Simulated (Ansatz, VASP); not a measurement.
# Two plane-wave programs on WSe2

INCAR

```
SYSTEM = WSe2
ALGO     = Normal         ! electronic algorithm
EDIFF    = 1E-6           ! SCF threshold, eV
ENCUT    = 520            ! plane-wave cutoff, eV
GGA      = PS             ! functional
ISIF     = 2              ! what is computed and relaxed
ISMEAR   = 0              ! smearing method
LASPH    = .TRUE.         ! aspherical terms in the spheres
LCHARG   = .FALSE.        ! write CHGCAR
LREAL    = .FALSE.        ! projectors in reciprocal space
LWAVE    = .FALSE.        ! write WAVECAR
NBANDS   = 20             ! bands
NELM     = 60             ! most SCF steps
PREC     = Accurate       ! precision mode
SIGMA    = 0.02           ! smearing width, eV
```

Contents of KPOINTS:

```
k-points
0
G
  12 12 2
  0 0 0
```

File POSCAR:

```
WSe2
1.0
    3.2702526787      0.0000000000      0.0000000000
   -1.6351263394      2.8321218966      0.0000000000
    0.0000000000      0.0000000000     16.6612169678
W Se
1 2
Direct
    0.0000000000      0.0000000000      0.0000000000
    0.3333333333      0.6666666667      0.1003992722
    0.3333333333      0.6666666667      0.8996007278
```

Input for Ansatz:

```yaml
crystal:
  lattice:
    - [3.2702526787, 0.0, 0.0]
    - [-1.6351263394, 2.8321218966, 0.0]
    - [0.0, 0.0, 16.6612169678]
  atoms:
    - { symbol: W, position: [0.0, 0.0, 0.0] }
    - { symbol: Se, position: [0.3333333333, 0.6666666667, 0.1003992722] }
    - { symbol: Se, position: [0.3333333333, 0.6666666667, 0.8996007278] }
basis:
  ecutwfc: 420
kpoints:
  mp_grid: { grid: [12, 12, 2] }
  band_path: { path: [VBM, CBM], npoints: 2 }
hamiltonian:
  xc: pbesol
scf:
  occupations: { method: gaussian, width: 0.02 }
output:
  forces: true
  stress: true
  eigenvalues: true
checkpoint:
  read: start.run
  write: ck
  compress: false
  write_wavefunctions: false
  write_every: 100000
```

Alike in both runs: task single point; functional PBEsol; k mesh 12 × 12 × 2; occupations gaussian, width 0.02 eV; no spin polarisation.

|  | VASP | Ansatz |
| --- | --- | --- |
| version | VASP 6.6.1 | Ansatz 0.2.0 |
| potentials or method | VASP PAW PBE potentials, release 64 (W_sv, Se), cutoff 520 eV | scalar-relativistic, plane waves, PAW |
| valence electrons in the cell | 26 | 46 |

VASP gave:

- gap on the k mesh at the Fermi level (eV): 1.69
- least direct gap on the mesh (eV): 1.69
- rms of the force components (eV/Å): 0.028

Task: Which values does Ansatz return?

Result: gap on the k mesh at the Fermi level (eV): 1.69; least direct gap on the mesh (eV): 1.69; rms of the force components (eV/Å): 0.001.

VASP's potentials were made for PBE, not for PBEsol. Atom by atom the forces differ by 0.029 eV/Å (rms over components). The functional is the same, so the differences come from potentials, cutoffs and numerics. VASP's potentials hold 26 valence electrons a cell and Ansatz's 46, so a difference there can come from the potentials and not from the codes.

Spin-orbit coupling is off throughout.
